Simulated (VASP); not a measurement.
Write the native input for VASP 6.6.1 that does the following.

* Task: single point
* Functional: HSE06
* Potentials or basis: VASP PAW PBE potentials, release 64 (Si, C)
* Cutoff: 520 eV
* k mesh: 6 × 6 × 2
* Occupations: gaussian, width 0.01 eV
* Spin: no spin polarisation
* Dipole correction: no
* Grid for exact exchange (PRECFOCK): Normal
* Further INCAR settings: ALGO = Normal; EDIFF = 1e-06; NBANDS = 16
* Share of exact exchange: 0.25
* Screening parameter: 0.2079 1/Å

SiC:

```xyz
4
Lattice="3.0754 0.0000 0.0000 -1.5377 2.6633 0.0000 0.0000 0.0000 5.0481" Properties=species:S:1:pos:R:3 pbc="T T T"
Si    0.0000    1.7756    2.5220
Si    1.5377    0.8878    5.0460
C     0.0000    1.7756    4.4192
C     1.5377    0.8878    1.8951
```

These files were run (other wordings do the same):

POSCAR

```
SiC
1.0
    3.0753564236      0.0000000000      0.0000000000
   -1.5376782118      2.6633367885      0.0000000000
    0.0000000000      0.0000000000      5.0481087552
Si C
2 2
Direct
    0.3333333333      0.6666666667      0.4995917705
    0.6666666667      0.3333333333      0.9995917705
    0.3333333333      0.6666666667      0.8754082295
    0.6666666667      0.3333333333      0.3754082295
```

INCAR.step1

```
PREC = Accurate
ENCUT = 520
EDIFF = 1E-5
ISMEAR = 0
SIGMA = 0.01
LREAL = False
LASPH = True
NELM = 80
ALGO = Normal
ISIF = 2
LWAVE = True
GGA = PE
NBANDS = 16
```

INCAR.step2

```
PREC = Accurate
ENCUT = 520
EDIFF = 1E-6
ISMEAR = 0
SIGMA = 0.01
LREAL = False
LASPH = True
NELM = 80
ALGO = Normal
ISIF = 2
LWAVE = False
LCHARG = True
GGA = PE
LHFCALC = True
HFSCREEN = 0.2079
PRECFOCK = Normal
LELF = True
LVHAR = True
ISTART = 1
NBANDS = 16
```

KPOINTS

```
Automatic mesh
0
Gamma
  6 6 2
```

Potentials or basis: VASP PAW PBE potentials, release 64 (Si, C).

Run with:

```bash
$ cat potpaw_PBE.64/Si/POTCAR potpaw_PBE.64/C/POTCAR > POTCAR
$ cp INCAR.step1 INCAR
$ mpirun -np 1 vasp_std > vasp.out
$ cp INCAR.step2 INCAR
$ mpirun -np 1 vasp_std > vasp.out
```

Results of the run:

| Property | Result |
| --- | --- |
| Pressure | -1.5 GPa |
| Largest force | 0.045 eV/Å |
| Band gap on the k mesh | 3.17 eV (least direct gap 5.07 eV) |

Caveat: the k points lie up to 0.62 Å⁻¹ apart; the PAW data sets were made with another functional, which shifts forces and pressure a little.

It took 4.2 min on 1 thread of Intel(R) Xeon(R) 6975P-C (Granite Rapids), on a shared host, peak memory 0.25 GiB.
